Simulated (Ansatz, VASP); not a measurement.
# One calculation of Hf3SnS8, two programs

```
Hf Sn S
1.0
     3.65344    2.10932    5.96605
    -3.65344    2.10932    5.96605
     0.00000   -4.21863    5.96605
Hf Sn S
3 1 8
Direct
  0.00000 0.50000 0.00000
  0.00000 0.00000 0.50000
  0.50000 0.00000 0.00000
  0.00000 0.00000 0.00000
  0.75299 0.24104 0.75299
  0.75299 0.75299 0.24104
  0.24104 0.75299 0.75299
  0.75299 0.75299 0.75299
  0.24701 0.75896 0.24701
  0.24701 0.24701 0.75896
  0.75896 0.24701 0.24701
  0.24701 0.24701 0.24701
```

Alike in both runs: task single point; functional PBE; k mesh 4 × 4 × 4; occupations gaussian, width 0.1 eV; no spin polarisation.

|  | VASP | Ansatz |
| --- | --- | --- |
| version | VASP 6.6.1 | Ansatz 0.2.0 |
| potentials or method | VASP PAW PBE potentials, release 64 (Hf_pv, Sn_d, S), cutoff 500 eV | scalar-relativistic, plane waves, PAW |
| valence electrons in the cell | 92 | 140 |

VASP gave:

```
pressure (GPa)                                                : 2.0
traceless stress, the component that is largest in VASP (GPa) : 0.33
rms of the force components (eV/Å)                            : 0.142
```

Task: Which values does Ansatz return?

Result: Pressure (GPa): 2.5; traceless stress, the component that is largest in VASP (GPa): 0.35; rms of the force components (eV/Å): 0.147.

Atom by atom the forces differ by 0.027 eV/Å (rms over components). VASP's potentials hold 92 valence electrons a cell and Ansatz's 140, so a difference there can come from the potentials and not from the codes.

Neither program's run includes spin-orbit coupling.
